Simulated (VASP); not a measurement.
# MoPd3 (R-3m) in VASP: single point with LDA

Aim: the single point of MoPd3 with LDA.

Program: VASP 6.6.1. These are calculated values, not measurements. Logs are shortened: lines on timing, memory, paths and dates and some standing lists are left out, and cuts for length are marked.

**1. The cell of the first run**

It takes space group R-3m (No. 166, trigonal). Conventional cell: a = 2.768 Å, b = 2.768 Å, c = 27.188 Å, α = 90.00°, β = 90.00°, γ = 120.00°. Within 3.6 Å of Pd (site symmetry 3m) lie 3 Mo at 2.73 Å and 9 Pd at 2.77 to 2.82 Å. Pd (site symmetry -3m) has 12 Pd at 2.77 to 2.82 Å within 3.6 Å. Mo (site symmetry -3m) has 6 Pd at 2.73 Å and 6 Mo at 2.77 Å within 3.6 Å.

**2. Single point, LDA**

INCAR reads:

```
SYSTEM = MoPd3
PREC = Accurate ; ENCUT = 520
EDIFF = 1E-6 ; ISMEAR = -1
SIGMA = 0.05 ; LREAL = .False.
LASPH = .True. ; NELM = 60
ALGO = Fast ; ISIF = 2
LWAVE = .False. ; LCHARG = .False.
GGA = CA ; NBANDS = 30
```

KPOINTS reads:

```
Automatic mesh
0
Gamma
  11 11 11
  0 0 0
```

POSCAR reads:

```
MoPd3
1.0
    1.3841720336      0.7991520962      9.0626781416
   -1.3841720336      0.7991520962      9.0626781416
    0.0000000000     -1.5983041924      9.0626781416
Pd Mo
3 1
Direct
    0.7480644500      0.7480644500      0.7480644500
    0.5000000000      0.5000000000      0.5000000000
    0.2519355500      0.2519355500      0.2519355500
    0.0000000000      0.0000000000      0.0000000000
```

Potentials or basis: VASP PAW LDA potentials, release 64 (Pd, Mo_sv).

Started as:

```console
$ cat potpaw_LDA.64/Pd/POTCAR potpaw_LDA.64/Mo_sv/POTCAR > POTCAR
$ mpirun -np 1 vasp_std > vasp.out
```

OUTCAR:

```text
SYSTEM = MoPd3
   PREC = Accurate
   ENCUT = 520
   EDIFF = 1E-6
   ISMEAR = -1
   LREAL = .False.
   LASPH = .True.
   NELM = 60
   ISIF = 2
   GGA = CA

 ion  position               nearest neighbor table
   1  0.748  0.748  0.748-   4 2.73   4 2.73   4 2.73   2 2.82   2 2.82   2 2.82
   2  0.500  0.500  0.500-   3 2.82   1 2.82   3 2.82   3 2.82   1 2.82   1 2.82
   3  0.252  0.252  0.252-   4 2.73   4 2.73   4 2.73   2 2.82   2 2.82   2 2.82
   4  0.000  0.000  0.000-   1 2.73   3 2.73   1 2.73   1 2.73   3 2.73   3 2.73

  LATTYP: Found a trigonal (rhomboedric) cell.
 ALAT       =     9.2025383123
 COS(alpha) =     0.9547524709

  Lattice vectors:

 A1 = (   1.3841720336,   0.7991520962,   9.0626781416)
 A2 = (  -1.3841720336,   0.7991520962,   9.0626781416)
 A3 = (   0.0000000000,  -1.5983041924,   9.0626781416)

Analysis of symmetry for initial positions (statically):
=====================================================================
 Subroutine PRICEL returns:
 Original cell was already a primitive cell.

 Routine SETGRP: Setting up the symmetry group for a
 trigonal (rhombohedral) supercell.

 Subroutine GETGRP returns: Found 12 space group operations
 (whereof 12 operations were pure point group operations)
 out of a pool of 12 trial point group operations.

The static configuration has the point symmetry D_3d.

Analysis of symmetry for dynamics (positions and initial velocities):
=====================================================================
 Subroutine PRICEL returns:
 Original cell was already a primitive cell.

 Routine SETGRP: Setting up the symmetry group for a
 trigonal (rhombohedral) supercell.

 Subroutine GETGRP returns: Found 12 space group operations
 (whereof 12 operations were pure point group operations)
 out of a pool of 12 trial point group operations.

The dynamic configuration has the point symmetry D_3d.

 Subroutine INISYM returns: Found 12 space group operations
 (whereof 12 operations are pure point group operations),
 and found     1 'primitive' translations

----------------------------------------------------------------------------------------

                                     Primitive cell

  volume of cell :      60.1488

  direct lattice vectors                    reciprocal lattice vectors
     1.384172034  0.799152096  9.062678142     0.361226775  0.208554376  0.036780886
    -1.384172034  0.799152096  9.062678142    -0.361226775  0.208554376  0.036780886
     0.000000000 -1.598304192  9.062678142     0.000000000 -0.417108752  0.036780886

  length of vectors
     9.202538312  9.202538312  9.202538312     0.418727291  0.418727291  0.418727291

  position of ions in fractional coordinates (direct lattice)
     0.748064450  0.748064450  0.748064450
     0.500000000  0.500000000  0.500000000
     0.251935550  0.251935550  0.251935550
     0.000000000  0.000000000  0.000000000

  ion indices of the primitive-cell ions
   primitive index   ion index
                 1           1
                 2           2
                 3           3
                 4           4

----------------------------------------------------------------------------------------

 KPOINTS: Automatic mesh

Automatic generation of k-mesh.
 Grid dimensions read from file:
 generate k-points for:   11   11   11

 Generating k-lattice:

  Cartesian coordinates                     Fractional coordinates (reciprocal lattice)
     0.032838798  0.018959489  0.003343717     0.090909091  0.000000000  0.000000000
    -0.032838798  0.018959489  0.003343717     0.000000000  0.090909091  0.000000000
     0.000000000 -0.037918977  0.003343717     0.000000000  0.000000000  0.090909091

  Length of vectors
     0.038066117  0.038066117  0.038066117

  Shift w.r.t. Gamma in fractional coordinates (k-lattice)
     0.000000000  0.000000000  0.000000000

 Subroutine IBZKPT returns following result:
 ===========================================

 Found    146 irreducible k-points:

 Following reciprocal coordinates:
            Coordinates               Weight
  0.000000  0.000000  0.000000      1.000000
  0.090909 -0.000000 -0.000000      6.000000
  0.181818 -0.000000 -0.000000      6.000000
  0.272727 -0.000000 -0.000000      6.000000
  0.363636 -0.000000 -0.000000      6.000000
  0.454545 -0.000000  0.000000      6.000000
[... 16 lines left out ...]
 -0.272727  0.181818  0.000000     12.000000
 -0.181818  0.181818  0.000000      6.000000
 [... further k-points ...]
   k-points           NKPTS =    146   k-points in BZ     NKDIM =    146   number of bands    NBANDS=     30
   number of dos      NEDOS =    301   number of ions     NIONS =      4
   total plane-waves  NPLWV = 343000
   dimension x,y,z NGX =    70 NGY =   70 NGZ =   70
   dimension x,y,z NGXF=   140 NGYF=  140 NGZF=  140
   ions per type =               3   1
   NGX,Y,Z   is equivalent  to a cutoff of  12.65, 12.65, 12.65 a.u.
   NGXF,Y,Z  is equivalent  to a cutoff of  25.29, 25.29, 25.29 a.u.
 SYSTEM =  MoPd3
   PREC   = accura    normal or accurate (medium, high low for compatibility)
   ISTART =      0    job   : 0-new  1-cont  2-samecut
   ICHARG =      2    charge: 1-file 2-atom 10-const
   ISPIN  =      1    spin polarized calculation?
   LNONCOLLINEAR =      F non collinear calculations
   LSORBIT =      F    spin-orbit coupling
   LASPH  =      T    aspherical Exc in radial PAW
   ENCUT  =  520.0 eV  38.22 Ry    6.18 a.u.  17.11 17.11 17.11*2*pi/ulx,y,z
   NELM   =     60;   NELMIN=  2; NELMDL= -5     # of ELM steps
   EDIFF  = 0.1E-05   stopping-criterion for ELM
   LREAL  =      F    real-space projection
   EDIFFG = 0.1E-04   stopping-criterion for IOM
   NSW    =      0    number of steps for IOM
   IBRION =     -1    ionic relax: 0-MD 1-quasi-New 2-CG
   NFREE  =      0    steps in history (QN), initial steepest desc. (CG)
   ISIF   =      2    stress and relaxation
   ISYM   =      2    0-nonsym 1-usesym 2-fastsym
   POTIM  = 0.5000    time-step for ionic-motion
   TEBEG  =    0.0;   TEEND  =   0.0 temperature during run
   PSTRESS=    0.0 pullay stress
   NELECT =      44.0000    total number of electrons
   NUPDOWN=      -1.0000    fix difference up-down
   EMIN   =  10.00;   EMAX   =-10.00  energy-range for DOS
   EFERMI =   0.00;   METHOD = LEGACY
   ISMEAR =    -1;   SIGMA  =   0.05  broadening in eV -4-tet -1-fermi 0-gaus
   EFERMI_NEDOS =   21; number of points for ismear=-14 and -15
   IALGO  =     68    algorithm
   IMIX   =      4    mixing-type and parameters
     AMIX     =   0.40;   BMIX     =  1.00
     AMIX_MAG =   1.60;   BMIX_MAG =  1.00
  volume/ion in A,a.u.               =      15.04       101.48
  Fermi-wavevector in a.u.,A,eV,Ry     =   1.475084  2.787504 29.604528  2.175871
  Thomas-Fermi vector in A             =   2.589776
   LORBIT       =      0    0 simple, 1 ext, 2 COOP (PROOUT), +10 PAW based schemes
   GGA     = CA    functional components
   LHFCALC =     F    Hartree Fock is set to
   AEXX    =    0.0000 exact exchange contribution
   IVDW    =     0    specifies the selected vdW correction
   LEPSILON=     F    determine dielectric tensor
   LRPA    =     F    only Hartree local field effects (RPA)
 non-spin polarized calculation
 RMM-DIIS sequential band-by-band and
  energy-cutoff  :      520.00
  volume of cell :       60.15
 maximum number of plane-waves:      1635
 NGX is ok and might be reduce to    70
   NGX = 35   NGY = 35   NGZ = 35

 number of electron      44.0000002 magnetization

 Free energy of the ion-electron system (eV)
  ---------------------------------------------------
  ext. energy  EPLUGINS =         0.00000000
  ---------------------------------------------------
  free energy    TOTEN  =       -31.81349656 eV

  energy without entropy =      -31.76762002  energy(sigma->0) =      -31.79055829

 E-fermi :  10.4313     XC(G=0): -13.5059

 val. band max:       10.4312637332   @ k =   0.3636   0.2727   0.2727
 cond. band min:      10.4319799215   @ k =  -0.3636   0.4545   0.1818
 fundamental gap:      0.0007161883
 Fermi energy:        10.4313355178

 k-point     1 :       0.0000    0.0000    0.0000
  band No.  band energies     occupation
      1     -50.3834      2.00000
      2     -24.7555      2.00000
      3     -23.9248      2.00000
      4     -23.9248      2.00000
      5       3.0512      2.00000
      6       4.5952      2.00000
[... 22 lines left out ...]
     29      18.1189      0.00000
     30      23.6199      0.00000

 k-point     2 :       0.0909   -0.0000   -0.0000
  band No.  band energies     occupation
      1     -50.3682      2.00000
      2     -24.7405      2.00000
      3     -24.0267      2.00000
      4     -23.9479      2.00000
      5       3.3274      2.00000
      6       4.8239      2.00000
[... 22 lines left out ...]
     29      18.1262      0.00000
     30      24.0364      0.00000

 k-point     3 :       0.1818   -0.0000   -0.0000
  band No.  band energies     occupation
      1     -50.3272      2.00000
      2     -24.7002      2.00000
      3     -24.2948      2.00000
      4     -24.0094      2.00000
      5       4.0686      2.00000
      6       5.3193      2.00000
[... 22 lines left out ...]
     29      18.1810      0.00000
     30      24.6016      0.00000

 k-point     4 :       0.2727   -0.0000   -0.0000
  band No.  band energies     occupation
      1     -50.2730      2.00000
      2     -24.6470      2.00000
      3     -24.6354      2.00000
      4     -24.0889      2.00000
      5       4.9028      2.00000
      6       5.4320      2.00000
[... 616 lines left out ...]
     29      18.0837      0.00000
     30      20.5922      0.00000

 k-point    23 :      -0.2727    0.1818    0.0000
  band No.  band energies     occupation
      1     -50.2042      2.00000
      2     -24.9028      2.00000
      3     -24.5795      2.00000
      4     -24.3472      2.00000
      5       5.4539      2.00000
      6       5.6545      2.00000
[... 22 lines left out ...]
     29      19.5466      0.00000
     30      19.9609      0.00000

 k-point    24 :      -0.1818    0.1818    0.0000
  band No.  band energies     occupation
      1     -50.2466      2.00000
      2     -24.7167      2.00000
      3     -24.6211      2.00000
      4     -24.2131      2.00000
      5       5.5645      2.00000
      6       5.6971      2.00000
[... 22 lines left out ...]
     29      18.6021      0.00000
     30      22.7124      0.00000

 [... further k-points ...]

------------------------ aborting loop because EDIFF is reached ----------------------------------------

  FORCE on cell =-STRESS in cart. coord.  units (eV):
  Direction    XX          YY          ZZ          XY          YZ          ZX
  --------------------------------------------------------------------------------------
  -------------------------------------------------------------------------------------
  Total       -3.6994281     -3.6994281     -4.0509903      0.0000000      0.0000000      0.0000000
  in kB      -98.5412006    -98.5412006   -107.9057209      0.0000000      0.0000000      0.0000000
  external PRESSURE =    -101.6627074 kB  Pullay stress =       0.0000000 kB

 VOLUME and BASIS-vectors are now :
 -----------------------------------------------------------------------------
  energy-cutoff  :      520.00
  volume of cell :       60.15
      direct lattice vectors                 reciprocal lattice vectors
     1.384172034  0.799152096  9.062678142     0.361226775  0.208554376  0.036780886
    -1.384172034  0.799152096  9.062678142    -0.361226775  0.208554376  0.036780886
     0.000000000 -1.598304192  9.062678142     0.000000000 -0.417108752  0.036780886

 POSITION                                       TOTAL-FORCE (eV/Angst)
 -----------------------------------------------------------------------------------
      0.00000      0.00000     20.33840         0.000000      0.000000     -0.071776
      0.00000      0.00000     13.59402        -0.000000     -0.000000      0.000000
      0.00000      0.00000      6.84963         0.000000      0.000000      0.071776
      0.00000      0.00000      0.00000         0.000000      0.000000      0.000000
 -----------------------------------------------------------------------------------
    total drift:                               -0.000000     -0.000000      0.000000

  FREE ENERGIE OF THE ION-ELECTRON SYSTEM (eV)
  ---------------------------------------------------
  free  energy   TOTEN  =       -31.8134965622 eV

  energy  without entropy=      -31.7676200232  energy(sigma->0) =      -31.79055829
```

Wall time 34 min (1 thread of Intel Xeon Platinum 8488C (Sapphire Rapids), shared host); peak memory 0.67 GiB.

Results:

```yaml
Free_energy: -31.8135 eV
Pressure: -10.2 GPa
Largest_force: 0.072 eV/Å
Band_gap_on_the_k_mesh: zero (bands 22 and 23 overlap by 2.01 eV)
```

Forces in eV/Å, atoms in the order of the input:
```
Pd   0.000  0.000 -0.072
Pd   0.000  0.000  0.000
Pd   0.000  0.000  0.072
Mo   0.000  0.000  0.000
```

Caveat: the cell stands under tension.
